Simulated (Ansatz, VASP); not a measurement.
# CaAs2O5 in VASP and in Ansatz

```xyz
8
Lattice="6.3318 0.0000 0.0000 -3.1659 5.4835 0.0000 0.0000 0.0000 3.7497" Properties=species:S:1:pos:R:3 pbc="T T T"
Ca    0.0000    0.0000    0.0000
As    0.0000    3.6557    1.8748
As    3.1659    1.8278    1.8748
O     0.0000    3.6557    0.0000
O     4.6992    2.7131    1.8748
O     1.6326    2.7131    1.8748
O     3.1659    0.0573    1.8748
O     3.1659    1.8278    0.0000
```

Alike in both runs: task relaxation of cell and atoms; functional PBE; k mesh 6 × 6 × 10; occupations gaussian, width 0.1 eV; no spin polarisation.

|  | VASP | Ansatz |
| --- | --- | --- |
| version | VASP 6.6.1 | Ansatz 0.2.0 |
| potentials or method | VASP PAW PBE potentials, release 64 (Ca_sv, As, O), cutoff 600 eV | scalar-relativistic, plane waves, PAW |
| valence electrons in the cell | 50 | 70 |

```tsv
	VASP	Ansatz	Ansatz less VASP
gap on the k mesh at the Fermi level, each at its own relaxed structure (eV)	none	none	-
relaxed volume (Å³/atom)	16.39	16.34	-0.054
relaxed length of the cell vector where the two differ most in proportion (Å)	6.343	6.336	-0.0071
```

A gap of «none» marks a metal or a gap that the smearing closes. VASP's potentials hold 50 valence electrons a cell and Ansatz's 70, so a difference there can come from the potentials and not from the codes.
